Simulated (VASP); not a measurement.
Input of a VASP 6.6.1 run:

INCAR

```
SYSTEM = Nb
PREC     = Accurate       ! precision mode
ENCUT    = 520            ! plane-wave cutoff, eV
EDIFF    = 1E-7           ! SCF threshold, eV
ISMEAR   = 0              ! smearing method
SIGMA    = 0.1            ! smearing width, eV
LREAL    = .False.        ! projectors in reciprocal space
LASPH    = .True.         ! aspherical terms in the spheres
NELM     = 60             ! most SCF steps
ALGO     = Normal         ! electronic algorithm
ISIF     = 2              ! what is computed and relaxed
LWAVE    = .False.        ! write WAVECAR
LCHARG   = .False.        ! write CHGCAR
GGA      = PE             ! functional
NBANDS   = 12             ! bands
```

The input KPOINTS:

```
regular mesh
0
Gamma
  9 8 9
  0 0 0
```

Contents of POSCAR:

```
Nb
1.0
   -1.4545883700      1.6009203400      1.6273015200
    1.6190107300     -1.9818268200      2.1726303600
    1.2182993000      1.7455377500     -2.0082080000
Nb
1
Direct
    0.0000000000      0.0000000000      0.0000000000
```

Potentials or basis: VASP PAW PBE potentials, release 64 (Nb_sv).

Launch:

```console
$ cat potpaw_PBE.64/Nb_sv/POTCAR > POTCAR
$ mpirun -np 1 vasp_std > vasp.out
```

(1) Estimate the pressure.

Results:

(1) 11.2 GPa.
